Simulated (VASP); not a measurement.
# Rb (P6_3/mmc) in VASP: a series of runs

Rb is run at these levels: PBE; tasks: single point.

Everything below comes from runs of VASP 6.6.1. Logs are shortened: lines on timing, memory, paths and dates and some standing lists are left out, and cuts for length are marked.

### Step 1. The cell of the first run

Symmetry: P6_3/mmc, No. 194, hexagonal system. Conventional cell: a = 2.942 Å, b = 2.942 Å, c = 4.782 Å, α = 90.00°, β = 90.00°, γ = 120.00°. Rb (site symmetry -6m2) has 12 Rb at 2.93 to 2.94 Å within 3.9 Å.

This isn't the form of Rb at room conditions, which is bcc.

### Step 2. Single point, PBE

Contents of INCAR:

```
SYSTEM = Rb
PREC = Accurate
ENCUT = 520
EDIFF = 1E-6
ISMEAR = 0
SIGMA = 0.1
LREAL = .False.
LASPH = .True.
NELM = 100
ALGO = Normal
ISIF = 2
LWAVE = .False.
LCHARG = .False.
GGA = PE
NBANDS = 16
```

Contents of KPOINTS:

```
Automatic mesh
0
Gamma
  16 16 8
  0 0 0
```

Contents of POSCAR:

```
Rb
1.0
    1.4711731816     -2.5481439574      0.0000000000
    1.4711731816      2.5481439574      0.0000000000
    0.0000000000      0.0000000000      4.7824568068
Rb
2
Direct
    0.8333335260      0.1666664740      0.7500000000
    0.1666664740      0.8333335260      0.2500000000
```

Potentials or basis: VASP PAW PBE potentials, release 64 (Rb_sv).

On the command line:

```sh
$ cat potpaw_PBE.64/Rb_sv/POTCAR > POTCAR
$ mpirun -np 1 vasp_std > vasp.out
```

OUTCAR:

```text
SYSTEM = Rb
   PREC = Accurate
   ENCUT = 520
   EDIFF = 1E-6
   ISMEAR = 0
   LREAL = .False.
   LASPH = .True.
   NELM = 100
   ISIF = 2
   GGA = PE

 ion  position               nearest neighbor table
   1  0.833  0.167  0.750-   2 2.93   2 2.93   2 2.93   2 2.93   2 2.93   2 2.93   2 4.15   2 4.15
                             2 4.15   2 4.15   2 4.15   2 4.15   2 5.09   2 5.09   2 5.09   2 5.09
   2  0.167  0.833  0.250-   1 2.93   1 2.93   1 2.93   1 2.93   1 2.93   1 2.93   1 4.15   1 4.15
                             1 4.15   1 4.15   1 4.15   1 4.15   1 5.09   1 5.09   1 5.09   1 5.09

  LATTYP: Found a hexagonal cell.
 ALAT       =     2.9423439904
 C/A-ratio  =     1.6253901048

  Lattice vectors:

 A1 = (   1.4711731816,  -2.5481439574,   0.0000000000)
 A2 = (   1.4711731816,   2.5481439574,   0.0000000000)
 A3 = (   0.0000000000,   0.0000000000,   4.7824568068)

Analysis of symmetry for initial positions (statically):
=====================================================================
 Subroutine PRICEL returns:
 Original cell was already a primitive cell.

 Routine SETGRP: Setting up the symmetry group for a
 hexagonal supercell.

 Subroutine GETGRP returns: Found 24 space group operations
 (whereof  4 operations were pure point group operations)
 out of a pool of 24 trial point group operations.

The static configuration has the point symmetry C_2h.
 The point group associated with its full space group is D_6h.

Analysis of symmetry for dynamics (positions and initial velocities):
=====================================================================
 Subroutine PRICEL returns:
 Original cell was already a primitive cell.

 Routine SETGRP: Setting up the symmetry group for a
 hexagonal supercell.

 Subroutine GETGRP returns: Found 24 space group operations
 (whereof  4 operations were pure point group operations)
 out of a pool of 24 trial point group operations.

The dynamic configuration has the point symmetry C_2h.
 The point group associated with its full space group is D_6h.

 Subroutine INISYM returns: Found 24 space group operations
 (whereof  4 operations are pure point group operations),
 and found     1 'primitive' translations

----------------------------------------------------------------------------------------

                                     Primitive cell

  volume of cell :      35.8566

  direct lattice vectors                    reciprocal lattice vectors
     1.471173182 -2.548143957  0.000000000     0.339864814 -0.196221253  0.000000000
     1.471173182  2.548143957  0.000000000     0.339864814  0.196221253  0.000000000
     0.000000000  0.000000000  4.782456807     0.000000000  0.000000000  0.209097550

  length of vectors
     2.942343990  2.942343990  4.782456807     0.392442189  0.392442189  0.209097550

  position of ions in fractional coordinates (direct lattice)
     0.833333526  0.166666474  0.750000000
     0.166666474  0.833333526  0.250000000

  ion indices of the primitive-cell ions
   primitive index   ion index
                 1           1
                 2           2

----------------------------------------------------------------------------------------

 KPOINTS: Automatic mesh

Automatic generation of k-mesh.
 Grid dimensions read from file:
 generate k-points for:   16   16    8

 Generating k-lattice:

  Cartesian coordinates                     Fractional coordinates (reciprocal lattice)
     0.021241551 -0.012263828  0.000000000     0.062500000  0.000000000  0.000000000
     0.021241551  0.012263828  0.000000000     0.000000000  0.062500000  0.000000000
     0.000000000  0.000000000  0.026137194     0.000000000  0.000000000  0.125000000

  Length of vectors
     0.024527637  0.024527637  0.026137194

  Shift w.r.t. Gamma in fractional coordinates (k-lattice)
     0.000000000  0.000000000  0.000000000

 Subroutine IBZKPT returns following result:
 ===========================================

 Found    150 irreducible k-points:

 Following reciprocal coordinates:
            Coordinates               Weight
  0.000000  0.000000  0.000000      1.000000
  0.062500  0.000000  0.000000      6.000000
  0.125000  0.000000  0.000000      6.000000
  0.187500  0.000000  0.000000      6.000000
  0.250000  0.000000  0.000000      6.000000
  0.312500  0.000000  0.000000      6.000000
[... 16 lines left out ...]
  0.187500  0.187500  0.000000      6.000000
  0.250000  0.187500  0.000000     12.000000
 [... further k-points ...]
   k-points           NKPTS =    150   k-points in BZ     NKDIM =    150   number of bands    NBANDS=     16
   number of dos      NEDOS =    301   number of ions     NIONS =      2
   total plane-waves  NPLWV =  20736
   dimension x,y,z NGX =    24 NGY =   24 NGZ =   36
   dimension x,y,z NGXF=    48 NGYF=   48 NGZF=   72
   ions per type =               2
   NGX,Y,Z   is equivalent  to a cutoff of  13.56, 13.56, 12.51 a.u.
   NGXF,Y,Z  is equivalent  to a cutoff of  27.12, 27.12, 25.03 a.u.
 SYSTEM =  Rb
   PREC   = accura    normal or accurate (medium, high low for compatibility)
   ISTART =      0    job   : 0-new  1-cont  2-samecut
   ICHARG =      2    charge: 1-file 2-atom 10-const
   ISPIN  =      1    spin polarized calculation?
   LNONCOLLINEAR =      F non collinear calculations
   LSORBIT =      F    spin-orbit coupling
   LASPH  =      T    aspherical Exc in radial PAW
   ENCUT  =  520.0 eV  38.22 Ry    6.18 a.u.   5.47  5.47  8.89*2*pi/ulx,y,z
   NELM   =    100;   NELMIN=  2; NELMDL= -5     # of ELM steps
   EDIFF  = 0.1E-05   stopping-criterion for ELM
   LREAL  =      F    real-space projection
   EDIFFG = 0.1E-04   stopping-criterion for IOM
   NSW    =      0    number of steps for IOM
   IBRION =     -1    ionic relax: 0-MD 1-quasi-New 2-CG
   NFREE  =      0    steps in history (QN), initial steepest desc. (CG)
   ISIF   =      2    stress and relaxation
   ISYM   =      2    0-nonsym 1-usesym 2-fastsym
   POTIM  = 0.5000    time-step for ionic-motion
   TEBEG  =    0.0;   TEEND  =   0.0 temperature during run
   PSTRESS=    0.0 pullay stress
   NELECT =      18.0000    total number of electrons
   NUPDOWN=      -1.0000    fix difference up-down
   EMIN   =  10.00;   EMAX   =-10.00  energy-range for DOS
   EFERMI =   0.00;   METHOD = LEGACY
   ISMEAR =     0;   SIGMA  =   0.10  broadening in eV -4-tet -1-fermi 0-gaus
   EFERMI_NEDOS =   21; number of points for ismear=-14 and -15
   IALGO  =     38    algorithm
   IMIX   =      4    mixing-type and parameters
     AMIX     =   0.40;   BMIX     =  1.00
     AMIX_MAG =   1.60;   BMIX_MAG =  1.00
  volume/ion in A,a.u.               =      17.93       120.99
  Fermi-wavevector in a.u.,A,eV,Ry     =   1.301096  2.458715 23.032639  1.692851
  Thomas-Fermi vector in A             =   2.432252
   LORBIT       =      0    0 simple, 1 ext, 2 COOP (PROOUT), +10 PAW based schemes
   GGA     = PE    functional components
   LHFCALC =     F    Hartree Fock is set to
   AEXX    =    0.0000 exact exchange contribution
   IVDW    =     0    specifies the selected vdW correction
   LEPSILON=     F    determine dielectric tensor
   LRPA    =     F    only Hartree local field effects (RPA)
 non-spin polarized calculation
 Gauss-broadening in eV      SIGMA  =   0.10
  energy-cutoff  :      520.00
  volume of cell :       35.86
 maximum number of plane-waves:      1002
 NGX is ok and might be reduce to    24
   NGX = 11   NGY = 11   NGZ = 17

 number of electron      18.0000001 magnetization

 Free energy of the ion-electron system (eV)
  ---------------------------------------------------
  ext. energy  EPLUGINS =         0.00000000
  ---------------------------------------------------
  free energy    TOTEN  =         5.67794045 eV

  energy without entropy =        5.68412398  energy(sigma->0) =        5.68103221

 E-fermi :   8.0015     XC(G=0): -11.4722

 val. band max:        7.9999383027   @ k =   0.3125   0.0000   0.2500
 cond. band min:       8.0119696055   @ k =   0.3750   0.0000   0.0000
 fundamental gap:      0.0120313028
 Fermi energy:         8.0014506673

 k-point     1 :       0.0000    0.0000    0.0000
  band No.  band energies     occupation
      1     -23.7076      2.00000
      2     -21.9951      2.00000
      3      -9.8485      2.00000
      4      -4.3624      2.00000
      5      -4.3624      2.00000
      6      -3.6033      2.00000
[... 8 lines left out ...]
     15      13.6573      0.00000
     16      15.0563      0.00000

 k-point     2 :       0.0625    0.0000    0.0000
  band No.  band energies     occupation
      1     -23.6612      2.00000
      2     -21.9680      2.00000
      3      -9.7876      2.00000
      4      -4.6241      2.00000
      5      -4.4407      2.00000
      6      -3.8358      2.00000
[... 8 lines left out ...]
     15      13.8726      0.00000
     16      14.4436      0.00000

 k-point     3 :       0.1250    0.0000    0.0000
  band No.  band energies     occupation
      1     -23.5252      2.00000
      2     -21.8910      2.00000
      3      -9.6071      2.00000
      4      -5.3143      2.00000
      5      -4.6453      2.00000
      6      -4.4506      2.00000
[... 8 lines left out ...]
     15      13.4313      0.00000
     16      14.1464      0.00000

 k-point     4 :       0.1875    0.0000    0.0000
  band No.  band energies     occupation
      1     -23.3091      2.00000
      2     -21.7771      2.00000
      3      -9.3135      2.00000
      4      -6.2345      2.00000
      5      -5.2773      2.00000
      6      -4.9170      2.00000
[... 8 lines left out ...]
     15      13.8648      0.00000
     16      14.3822      0.00000

 k-point     5 :       0.2500    0.0000    0.0000
  band No.  band energies     occupation
      1     -23.0298      2.00000
      2     -21.6481      2.00000
      3      -8.9195      2.00000
      4      -7.2004      2.00000
      5      -6.1596      2.00000
      6      -5.2025      2.00000
[... 8 lines left out ...]
     15      14.2967      0.00000
     16      15.1688      0.00000

 k-point     6 :       0.3125    0.0000    0.0000
  band No.  band energies     occupation
      1     -22.7138      2.00000
      2     -21.5329      2.00000
      3      -8.4470      2.00000
      4      -8.0760      2.00000
      5      -6.9792      2.00000
      6      -5.4613      2.00000
[... 8 lines left out ...]
     15      14.0333      0.00000
     16      16.7546      0.00000

 k-point     7 :       0.3750    0.0000    0.0000
  band No.  band energies     occupation
      1     -22.3996      2.00000
      2     -21.4614      2.00000
      3      -8.7655      2.00000
      4      -7.9363      2.00000
      5      -7.6443      2.00000
      6      -5.6646      2.00000
[... 8 lines left out ...]
     15      14.4625      0.00000
     16      18.5468      0.00000

 k-point     8 :       0.4375    0.0000    0.0000
  band No.  band energies     occupation
      1     -22.1445      2.00000
      2     -21.4473      2.00000
      3      -9.2037      2.00000
      4      -8.0801      2.00000
      5      -7.4741      2.00000
      6      -5.7937      2.00000
[... 8 lines left out ...]
     15      14.9545      0.00000
     16      19.9998      0.00000

 k-point     9 :       0.5000    0.0000    0.0000
  band No.  band energies     occupation
      1     -22.0375      2.00000
      2     -21.4575      2.00000
      3      -9.3537      2.00000
      4      -8.2323      2.00000
      5      -7.2603      2.00000
      6      -5.8379      2.00000
[... 8 lines left out ...]
     15      14.8423      0.00000
     16      19.8049      0.00000
[... 172 lines left out ...]
 k-point    19 :       0.2500    0.1250    0.0000
  band No.  band energies     occupation
      1     -22.6123      2.00000
      2     -21.4994      2.00000
      3      -8.2903      2.00000
      4      -7.9734      2.00000
      5      -7.2720      2.00000
      6      -5.7036      2.00000
[... 8 lines left out ...]
     15      14.6888      0.00000
     16      16.0571      0.00000

 k-point    20 :       0.3125    0.1250    0.0000
  band No.  band energies     occupation
      1     -22.3097      2.00000
      2     -21.4409      2.00000
      3      -8.6241      2.00000
      4      -7.7861      2.00000
      5      -7.6971      2.00000
      6      -6.0898      2.00000
[... 8 lines left out ...]
     15      14.1956      0.00000
     16      17.5644      0.00000

 k-point    21 :       0.3750    0.1250    0.0000
  band No.  band energies     occupation
      1     -22.0618      2.00000
      2     -21.4377      2.00000
      3      -9.0446      2.00000
      4      -7.9808      2.00000
      5      -7.3231      2.00000
      6      -6.3363      2.00000
[... 8 lines left out ...]
     15      14.6936      0.00000
     16      19.1714      0.00000

 k-point    22 :       0.4375    0.1250    0.0000
  band No.  band energies     occupation
      1     -21.9557      2.00000
      2     -21.4536      2.00000
      3      -9.1898      2.00000
      4      -8.0813      2.00000
      5      -7.1029      2.00000
      6      -6.4202      2.00000
[... 8 lines left out ...]
     15      14.9097      0.00000
     16      20.0738      0.00000

 k-point    23 :       0.1875    0.1875    0.0000
  band No.  band energies     occupation
      1     -22.6410      2.00000
      2     -21.5056      2.00000
      3      -8.3367      2.00000
      4      -7.5450      2.00000
      5      -7.5134      2.00000
      6      -5.6369      2.00000
[... 8 lines left out ...]
     15      14.9689      0.00000
     16      15.3899      0.00000

 k-point    24 :       0.2500    0.1875    0.0000
  band No.  band energies     occupation
      1     -22.3485      2.00000
      2     -21.4399      2.00000
      3      -8.2004      2.00000
      4      -7.8574      2.00000
      5      -7.7774      2.00000
      6      -6.1350      2.00000
[... 8 lines left out ...]
     15      14.4781      0.00000
     16      16.3177      0.00000

 [... further k-points ...]

------------------------ aborting loop because EDIFF is reached ----------------------------------------

  FORCE on cell =-STRESS in cart. coord.  units (eV):
  Direction    XX          YY          ZZ          XY          YZ          ZX
  --------------------------------------------------------------------------------------
  -------------------------------------------------------------------------------------
  Total       11.5379665     11.5379417     11.5952799      0.0000000     -0.0000000      0.0000000
  in kB      515.5503032    515.5491945    518.1112304      0.0000000     -0.0000000      0.0000000
  external PRESSURE =     516.4035760 kB  Pullay stress =       0.0000000 kB

 VOLUME and BASIS-vectors are now :
 -----------------------------------------------------------------------------
  energy-cutoff  :      520.00
  volume of cell :       35.86
      direct lattice vectors                 reciprocal lattice vectors
     1.471173182 -2.548143957  0.000000000     0.339864814 -0.196221253  0.000000000
     1.471173182  2.548143957  0.000000000     0.339864814  0.196221253  0.000000000
     0.000000000  0.000000000  4.782456807     0.000000000  0.000000000  0.209097550

 POSITION                                       TOTAL-FORCE (eV/Angst)
 -----------------------------------------------------------------------------------
      1.47117     -1.69876      3.58684        -0.000000      0.000000      0.000000
      1.47117      1.69876      1.19561         0.000000     -0.000000     -0.000000
 -----------------------------------------------------------------------------------
    total drift:                               -0.000013      0.000000      0.000000

  FREE ENERGIE OF THE ION-ELECTRON SYSTEM (eV)
  ---------------------------------------------------
  free  energy   TOTEN  =         5.6779404530 eV

  energy  without entropy=        5.6841239767  energy(sigma->0) =        5.68103221
```

Run time: 59 s. Hardware: 1 thread of Intel Xeon Platinum 8259CL at 2.50GHz (Skylake/Cascade Lake), shared host; peak memory 0.2 GiB.

Results:

* Free energy: 5.6779 eV
* Pressure: 51.6 GPa
* Band gap on the k mesh: zero (bands 9 and 10 overlap by 2.95 eV)

Caveat: the cell stands under pressure.

### Step 3. Single point, PBE

This run uses another cell than the first one, of 15.18 Å³/atom.

Contents of INCAR:

```
SYSTEM = Rb
ALGO     = Normal         ! electronic algorithm
EDIFF    = 1E-6           ! SCF threshold, eV
ENCUT    = 520            ! plane-wave cutoff, eV
GGA      = PE             ! functional
ISIF     = 2              ! what is computed and relaxed
ISMEAR   = 0              ! smearing method
LASPH    = .TRUE.         ! aspherical terms in the spheres
LCHARG   = .TRUE.         ! write CHGCAR
LELF     = .TRUE.         ! ELF
LREAL    = .FALSE.        ! projectors in reciprocal space
LVHAR    = .TRUE.       
LWAVE    = .FALSE.        ! write WAVECAR
NBANDS   = 16             ! bands
NELM     = 80             ! most SCF steps
PREC     = Accurate       ! precision mode
SIGMA    = 0.1            ! smearing width, eV
```

Contents of KPOINTS:

```
k-points
0
G
  18 18 10
  0 0 0
```

Contents of POSCAR:

```
Rb
1.0
    1.3964652029     -2.4187486824      0.0000000000
    1.3964652029      2.4187486824      0.0000000000
    0.0000000000      0.0000000000      4.4952864889
Rb
2
Direct
    0.8333333333      0.1666666667      0.7500000000
    0.1666666667      0.8333333333      0.2500000000
```

Potentials or basis: VASP PAW PBE potentials, release 64 (Rb_sv).

On the command line:

```sh
$ cat potpaw_PBE.64/Rb_sv/POTCAR > POTCAR
$ mpirun -np 1 vasp_std > vasp.out
```

It took 66 s on 1 thread of Intel Xeon Platinum 8259CL at 2.50GHz (Skylake/Cascade Lake), shared host; peak memory 0.21 GiB.

The run converged. Its results:

- Free energy: 8.0708 eV
- Pressure: 93.6 GPa
- Band gap on the k mesh: zero (bands 9 and 10 overlap by 3.54 eV)

Stress tensor (GPa, compression positive):
```
93.43  0.00  0.00
 0.00 93.43  0.00
 0.00  0.00 93.94
```

Levels at points of the mesh, in eV from the Fermi level:
| k point | band 7 | band 8 | band 9 | band 10 | band 11 | band 12 |
| --- | --- | --- | --- | --- | --- | --- |
| (0.00, 0.00, 0.00) | -10.95 | -10.74 | -0.68 | 1.08 | 4.16 | 4.16 |
| (0.50, 0.00, 0.00) | -13.55 | -11.88 | -2.66 | -0.65 | 0.98 | 3.54 |
| (0.00, 0.00, 0.50) | -11.50 | -11.50 | 0.99 | 0.99 | 4.04 | 4.04 |
| (0.50, 0.00, 0.50) | -13.06 | -13.06 | -1.48 | -1.48 | 0.30 | 0.30 |

Caveat: the cell stands under pressure.

The gap in the log of VASP goes by the Fermi energy; the results here count the filled bands.